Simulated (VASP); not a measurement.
# Ca3SbP (P4mm) in VASP: notebook

Runs on Ca3SbP. Level: LDA. Tasks: single point.

All numbers are computed with VASP 6.6.1; they aren't measurements. Logs are shortened: lines on timing, memory, paths and dates and some standing lists are left out, and cuts for length are marked.

## (1) The cell of the first run

It takes space group P4mm (No. 99, tetragonal). The conventional cell has a = 5.339 Å, b = 5.339 Å, c = 5.339 Å, α = 90.00°, β = 90.00°, γ = 90.00°. Ca (site symmetry 4mm) has 2 P at 2.66 to 2.68 Å within 3.5 Å. Within 3.5 Å of Ca (site symmetry 2mm) lie 2 P at 2.67 Å. Sb (site symmetry 4mm) has 12 Ca at 3.70 to 3.85 Å and 8 P at 4.59 to 4.66 Å within 4.9 Å. P (site symmetry 4mm) has 6 Ca at 2.66 to 2.68 Å within 3.5 Å.

## (2) Single point, LDA (atoms displaced along a vibrational mode, the cell strained)

INCAR reads:

```
SYSTEM = Ca3SbP
  PREC = Accurate
  ENCUT = 520
  EDIFF = 1E-6
  ISMEAR = 0
  SIGMA = 0.05
  LREAL = .False.
  LASPH = .True.
  NELM = 60
  ALGO = Normal
  ISIF = 2
  LWAVE = .False.
  LCHARG = .False.
  GGA = CA
  NBANDS = 28
```

KPOINTS reads:

```
regular mesh
0
Gamma
  6 6 6
  0 0 0
```

POSCAR reads:

```
Ca3SbP
1.0
    5.3393199531      0.0000000000      0.0000000000
    0.0000000000      5.3393199531      0.0000000000
    0.0000000000      0.0000000000      5.3393199531
Ca Sb P
3 1 1
Direct
   -0.0028706930      0.5000000000      0.5000000000
    0.4885749495      0.0000000000      0.5000000000
    0.4885749495      0.5000000000      0.0000000000
    0.0087763672      0.0000000000      0.0000000000
    0.4987805006      0.5000000000      0.5000000000
```

Potentials or basis: VASP PAW LDA potentials, release 64 (Ca_sv, Sb, P).

Launch:

```sh
$ cat potpaw_LDA.64/Ca_sv/POTCAR potpaw_LDA.64/Sb/POTCAR potpaw_LDA.64/P/POTCAR > POTCAR
$ mpirun -np 1 vasp_std > vasp.out
```

OUTCAR:

```text
SYSTEM = Ca3SbP
   PREC = Accurate
   ENCUT = 520
   EDIFF = 1E-6
   ISMEAR = 0
   LREAL = .False.
   LASPH = .True.
   NELM = 60
   ISIF = 2
   GGA = CA

 ion  position               nearest neighbor table
   1  0.997  0.500  0.500-   5 2.66   5 2.68
   2  0.489  0.000  0.500-   5 2.67   5 2.67
   3  0.489  0.500  0.000-   5 2.67   5 2.67
   4  0.009  0.000  0.000-
   5  0.499  0.500  0.500-   1 2.66   2 2.67   3 2.67   3 2.67   2 2.67   1 2.68

  LATTYP: Found a simple cubic cell.
 ALAT       =     5.3393199531

  Lattice vectors:

 A1 = (   5.3393199531,   0.0000000000,   0.0000000000)
 A2 = (   0.0000000000,   5.3393199531,   0.0000000000)
 A3 = (   0.0000000000,   0.0000000000,   5.3393199531)

Analysis of symmetry for initial positions (statically):
=====================================================================
 Subroutine PRICEL returns:
 Original cell was already a primitive cell.

 Routine SETGRP: Setting up the symmetry group for a
 simple cubic supercell.

 Subroutine GETGRP returns: Found  8 space group operations
 (whereof  8 operations were pure point group operations)
 out of a pool of 48 trial point group operations.

The static configuration has the point symmetry C_4v.

Analysis of symmetry for dynamics (positions and initial velocities):
=====================================================================
 Subroutine PRICEL returns:
 Original cell was already a primitive cell.

 Routine SETGRP: Setting up the symmetry group for a
 simple cubic supercell.

 Subroutine GETGRP returns: Found  8 space group operations
 (whereof  8 operations were pure point group operations)
 out of a pool of 48 trial point group operations.

The dynamic configuration has the point symmetry C_4v.

 Subroutine INISYM returns: Found  8 space group operations
 (whereof  8 operations are pure point group operations),
 and found     1 'primitive' translations

----------------------------------------------------------------------------------------

                                     Primitive cell

  volume of cell :     152.2151

  direct lattice vectors                    reciprocal lattice vectors
     5.339319953  0.000000000  0.000000000     0.187289769  0.000000000  0.000000000
     0.000000000  5.339319953  0.000000000     0.000000000  0.187289769  0.000000000
[... 85 lines left out ...]
   ISPIN  =      1    spin polarized calculation?
   LNONCOLLINEAR =      F non collinear calculations
   LSORBIT =      F    spin-orbit coupling
   LASPH  =      T    aspherical Exc in radial PAW
   ENCUT  =  520.0 eV  38.22 Ry    6.18 a.u.   9.93  9.93  9.93*2*pi/ulx,y,z
   NELM   =     60;   NELMIN=  2; NELMDL= -5     # of ELM steps
   EDIFF  = 0.1E-05   stopping-criterion for ELM
   LREAL  =      F    real-space projection
   EDIFFG = 0.1E-04   stopping-criterion for IOM
   NSW    =      0    number of steps for IOM
   IBRION =     -1    ionic relax: 0-MD 1-quasi-New 2-CG
   NFREE  =      0    steps in history (QN), initial steepest desc. (CG)
   ISIF   =      2    stress and relaxation
   ISYM   =      2    0-nonsym 1-usesym 2-fastsym
   POTIM  = 0.5000    time-step for ionic-motion
   TEBEG  =    0.0;   TEEND  =   0.0 temperature during run
   PSTRESS=    0.0 pullay stress
   NELECT =      40.0000    total number of electrons
   NUPDOWN=      -1.0000    fix difference up-down
   EMIN   =  10.00;   EMAX   =-10.00  energy-range for DOS
   EFERMI =   0.00;   METHOD = LEGACY
   ISMEAR =     0;   SIGMA  =   0.05  broadening in eV -4-tet -1-fermi 0-gaus
   EFERMI_NEDOS =   21; number of points for ismear=-14 and -15
   IALGO  =     38    algorithm
   IMIX   =      4    mixing-type and parameters
     AMIX     =   0.40;   BMIX     =  1.00
     AMIX_MAG =   1.60;   BMIX_MAG =  1.00
  volume/ion in A,a.u.               =      30.44       205.44
  Fermi-wavevector in a.u.,A,eV,Ry     =   1.048598  1.981562 14.960382  1.099557
  Thomas-Fermi vector in A             =   2.183526
   LORBIT       =      0    0 simple, 1 ext, 2 COOP (PROOUT), +10 PAW based schemes
   GGA     = CA    functional components
   LHFCALC =     F    Hartree Fock is set to
   AEXX    =    0.0000 exact exchange contribution
   IVDW    =     0    specifies the selected vdW correction
   LEPSILON=     F    determine dielectric tensor
   LRPA    =     F    only Hartree local field effects (RPA)
 non-spin polarized calculation
 Gauss-broadening in eV      SIGMA  =   0.05
  energy-cutoff  :      520.00
  volume of cell :      152.22
 maximum number of plane-waves:      4116
 NGX is ok and might be reduce to    40
   NGX = 19   NGY = 19   NGZ = 19

 number of electron      39.9999985 magnetization

 Free energy of the ion-electron system (eV)
  ---------------------------------------------------
  ext. energy  EPLUGINS =         0.00000000
  ---------------------------------------------------
  free energy    TOTEN  =       -22.57881082 eV

  energy without entropy =      -22.57881082  energy(sigma->0) =      -22.57881082

 E-fermi :   3.6431     XC(G=0):  -8.9257

 val. band max:        3.3768588915   @ k =   0.0000   0.0000   0.0000
 cond. band min:       3.9490194951   @ k =   0.0000   0.0000   0.0000
 fundamental gap:      0.5721606036
 Fermi energy:         3.6431177578

 k-point     1 :       0.0000    0.0000    0.0000
  band No.  band energies     occupation
      1     -37.2473      2.00000
      2     -37.2219      2.00000
      3     -37.2167      2.00000
      4     -18.6565      2.00000
      5     -18.6565      2.00000
      6     -18.6565      2.00000
[... 733 lines left out ...]
     27       6.6358      0.00000
     28       6.9103      0.00000

 [... further k-points ...]
[... 5 lines left out ...]
  --------------------------------------------------------------------------------------
  -------------------------------------------------------------------------------------
  Total       -1.6907145     -1.7708927     -1.7708927      0.0000000      0.0000000      0.0000000
  in kB      -17.7960251    -18.6399607    -18.6399607      0.0000000      0.0000000      0.0000000
  external PRESSURE =     -18.3586489 kB  Pullay stress =       0.0000000 kB

 VOLUME and BASIS-vectors are now :
 -----------------------------------------------------------------------------
  energy-cutoff  :      520.00
  volume of cell :      152.22
      direct lattice vectors                 reciprocal lattice vectors
     5.339319953  0.000000000  0.000000000     0.187289769  0.000000000  0.000000000
     0.000000000  5.339319953  0.000000000     0.000000000  0.187289769  0.000000000
     0.000000000  0.000000000  5.339319953     0.000000000  0.000000000  0.187289769

 POSITION                                       TOTAL-FORCE (eV/Angst)
 -----------------------------------------------------------------------------------
      5.32399      2.66966      2.66966        -0.000373      0.000000     -0.000000
      2.60866      0.00000      2.66966        -0.017309      0.000000     -0.000000
      2.60866      2.66966      0.00000        -0.017309      0.000000     -0.000000
      0.04686      0.00000      0.00000         0.043471     -0.000000      0.000000
      2.66315      2.66966      2.66966        -0.008480      0.000000     -0.000000
 -----------------------------------------------------------------------------------
    total drift:                               -0.000531      0.000000      0.000001

  FREE ENERGIE OF THE ION-ELECTRON SYSTEM (eV)
  ---------------------------------------------------
  free  energy   TOTEN  =       -22.5788108209 eV

  energy  without entropy=      -22.5788108209  energy(sigma->0) =      -22.57881082
```

Wall time 2.9 min (1 thread of Oxide Virtual Turin-like, shared host); peak memory 0.27 GiB.

Results:

- Free energy: -22.5788 eV
- Pressure: -1.8 GPa
- Largest force: 0.043 eV/Å
- Band gap on the k mesh: 0.57 eV

Forces on the atoms (eV/Å):
```
Ca   0.000  0.000  0.000
Ca  -0.017  0.000  0.000
Ca  -0.017  0.000  0.000
Sb   0.043  0.000  0.000
P   -0.008  0.000  0.000
```

Stress tensor (GPa, compression positive):
```
-1.78  0.00  0.00
 0.00 -1.86  0.00
 0.00  0.00 -1.86
```

Levels at points of the mesh, in eV from the valence-band top:
```
           k point  band 17  band 18  band 19  band 20  band 21  band 22  band 23  band 24
(0.00, 0.00, 0.00)    -1.79    -0.01     0.00     0.00     0.57     0.60     0.62     0.92
(0.50, 0.00, 0.00)    -1.68    -1.68    -1.01    -1.01     1.22     1.47     1.65     2.57
(0.00, 0.50, 0.00)    -1.68    -1.68    -1.01    -1.00     1.22     1.47     1.65     2.55
(0.50, 0.50, 0.00)    -1.88    -1.31    -1.30    -0.97     1.70     1.70     1.76     2.11
(0.00, 0.50, 0.50)    -1.87    -1.30    -1.30    -0.96     1.69     1.69     1.76     2.10
(0.50, 0.50, 0.50)    -3.21    -1.68    -1.68    -1.67     1.89     1.90     1.90     2.70
```

Caveat: the cell differs from its parent crystal (atoms displaced along a vibrational mode, the cell strained); spin-orbit coupling is left out, which moves the levels of the heavy elements.

## (3) Single point, LDA (atoms displaced along a vibrational mode, the cell strained)

INCAR reads:

```
SYSTEM = Ca3SbP
  PREC = Accurate
  ENCUT = 520
  EDIFF = 1E-6
  ISMEAR = 0
  SIGMA = 0.05
  LREAL = .FALSE.
  LASPH = .TRUE.
  NELM = 80
  ALGO = Normal
  ISIF = 2
  LWAVE = .FALSE.
  LCHARG = .FALSE.
  GGA = CA
  NBANDS = 28
```

KPOINTS reads:

```
regular mesh
0
G
  6 6 6
  0 0 0
```

POSCAR, as its differences from that of step 2:

```diff
@@ -2,5 +2,5 @@
 1.0
-    5.3393199531      0.0000000000      0.0000000000
-    0.0000000000      5.3393199531      0.0000000000
-    0.0000000000      0.0000000000      5.3393199531
+    5.3829083819      0.0000000000      0.0000000000
+    0.0000000000      5.3829083819      0.0000000000
+    0.0000000000      0.0000000000      5.3829083819
 Ca Sb P
```

Potentials or basis: VASP PAW LDA potentials, release 64 (Ca_sv, Sb, P).

Launch:

```sh
$ cat potpaw_LDA.64/Ca_sv/POTCAR potpaw_LDA.64/Sb/POTCAR potpaw_LDA.64/P/POTCAR > POTCAR
$ mpirun -np 1 vasp_std > vasp.out
```

It took 3.7 min on 1 thread of Oxide Virtual Turin-like, shared host; peak memory 0.27 GiB.

The run converged. Its results:

* Free energy: -22.5263 eV
* Pressure: -2.7 GPa
* Largest force: 0.055 eV/Å
* Band gap on the k mesh: 0.54 eV

Forces in eV/Å, atoms in the order of the input:
```
Ca   0.001  0.000  0.000
Ca  -0.022  0.000  0.000
Ca  -0.022  0.000  0.000
Sb   0.055  0.000  0.000
P   -0.011  0.000  0.000
```

Stress tensor (GPa, compression positive):
```
-2.64  0.00  0.00
 0.00 -2.72  0.00
 0.00  0.00 -2.72
```

Levels at points of the mesh, in eV from the valence-band top:
| k point | band 16 | band 17 | band 18 | band 19 | band 20 | band 21 | band 22 | band 23 | band 24 | band 25 |
| --- | --- | --- | --- | --- | --- | --- | --- | --- | --- | --- |
| (0.00, 0.00, 0.00) | -1.78 | -1.78 | -0.01 | 0.00 | 0.00 | 0.54 | 0.60 | 0.64 | 0.95 | 0.98 |
| (0.50, 0.00, 0.00) | -2.34 | -1.68 | -1.68 | -0.96 | -0.96 | 1.25 | 1.48 | 1.61 | 2.55 | 2.61 |
| (0.00, 0.50, 0.00) | -2.35 | -1.68 | -1.68 | -0.97 | -0.96 | 1.24 | 1.49 | 1.61 | 2.54 | 2.60 |
| (0.50, 0.50, 0.00) | -3.36 | -1.86 | -1.26 | -1.25 | -0.92 | 1.70 | 1.71 | 1.73 | 2.06 | 2.61 |
| (0.00, 0.50, 0.50) | -3.37 | -1.86 | -1.25 | -1.25 | -0.91 | 1.70 | 1.70 | 1.72 | 2.05 | 2.61 |
| (0.50, 0.50, 0.50) | -3.15 | -3.15 | -1.63 | -1.63 | -1.62 | 1.88 | 1.89 | 1.89 | 2.65 | 2.78 |

Caveat: the cell differs from its parent crystal (atoms displaced along a vibrational mode, the cell strained); spin-orbit coupling is left out, which moves the levels of the heavy elements.
